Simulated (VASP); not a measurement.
**K: single point with r2SCAN**

K:

```
K
1.0
     4.31044    0.00000    0.00000
     0.00000    4.31044    0.00000
     0.00000    0.00000    4.31044
K
1
Direct
  0.00000 0.00000 0.00000
```

This isn't the form of K at room conditions, which is bcc.

| Quantity | Value |
| --- | --- |
| Program | VASP 6.6.1 |
| Task | single point |
| Functional | r2SCAN |
| Potentials or basis | VASP PAW PBE potentials, release 64 (K_sv) |
| Cutoff | 520 eV |
| k mesh | 7 × 7 × 7 |
| Occupations | gaussian, width 0.1 eV |
| Spin | no spin polarisation |

The pressure is 0.0 GPa and the band gap on the k mesh is zero (an odd number of electrons rules out a gap without spin polarisation).

Levels at points of the mesh, in eV from the Fermi level:
```
           k point  band 3  band 4  band 5  band 6  band 7  band 8
(0.00, 0.00, 0.00)  -16.55  -16.55   -2.15    3.24    3.24    6.68
```

It took 21 s on 1 thread of Intel(R) Xeon(R) 6975P-C (Granite Rapids) (shared host), peak memory 0.18 GiB.

Caveat: the PAW data sets were made with another functional, which shifts forces and pressure a little.
